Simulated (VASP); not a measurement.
Wanted: the native input for a VASP 6.6.1 run.

```yaml
Task: single point
Functional: PBE
Potentials_or_basis: VASP PAW PBE potentials, release 64 (Si, C)
Cutoff: 520 eV
k_mesh: 10 × 10 × 2
Occupations: fermi-dirac, width 0.02 eV
Spin: no spin polarisation
Dipole_correction: no
Further_INCAR_settings: ALGO = Normal; EDIFF = 1e-07; NBANDS = 36
```

The structure of SiC lies in POSCAR:

```
SiC
1.0
    3.0810000000      0.0000000000      0.0000000000
   -1.5405000000      2.6682242691      0.0000000000
    0.0000000000      0.0000000000     15.1248000000
Si C
6 6
Direct
    0.0000000000      0.0000000000     -0.0002924567
    0.0000000000      0.0000000000      0.4997075433
    0.3333333333      0.6666666667      0.1665157552
    0.6666666667      0.3333333333      0.6665157552
    0.6666666667      0.3333333333      0.3329959359
    0.3333333333      0.6666666667      0.8329959359
    0.3333333333      0.6666666667      0.0414983226
    0.6666666667      0.3333333333      0.5414983226
    0.6666666667      0.3333333333      0.2080157494
    0.3333333333      0.6666666667      0.7080157494
    0.0000000000      0.0000000000      0.3743666936
    0.0000000000      0.0000000000      0.8743666936
```

The input as run:

INCAR

```
SYSTEM = SiC
PREC     = Accurate       ! precision mode
ENCUT    = 520            ! plane-wave cutoff, eV
EDIFF    = 1E-7           ! SCF threshold, eV
ISMEAR   = -1             ! smearing method
SIGMA    = 0.02           ! smearing width, eV
LREAL    = .FALSE.        ! projectors in reciprocal space
LASPH    = .TRUE.         ! aspherical terms in the spheres
NELM     = 100            ! most SCF steps
ALGO     = Normal         ! electronic algorithm
ISIF     = 2              ! what is computed and relaxed
LWAVE    = .FALSE.        ! write WAVECAR
LCHARG   = .FALSE.        ! write CHGCAR
GGA      = PE             ! functional
NBANDS   = 36             ! bands
```

KPOINTS

```
regular mesh
0
G
  10 10 2
  0 0 0
```

Potentials or basis: VASP PAW PBE potentials, release 64 (Si, C).

Command:

```console
$ cat potpaw_PBE.64/Si/POTCAR potpaw_PBE.64/C/POTCAR > POTCAR
$ mpirun -np 1 vasp_std > vasp.out
```

Results of the run:

The pressure is 2.8 GPa, the largest force is 0.011 eV/Å and the band gap on the k mesh is 2.02 eV (least direct gap 3.12 eV).

It took 78 s on 1 thread of Intel(R) Xeon(R) Platinum 8488C (Sapphire Rapids), on a shared host, peak memory 0.28 GiB.
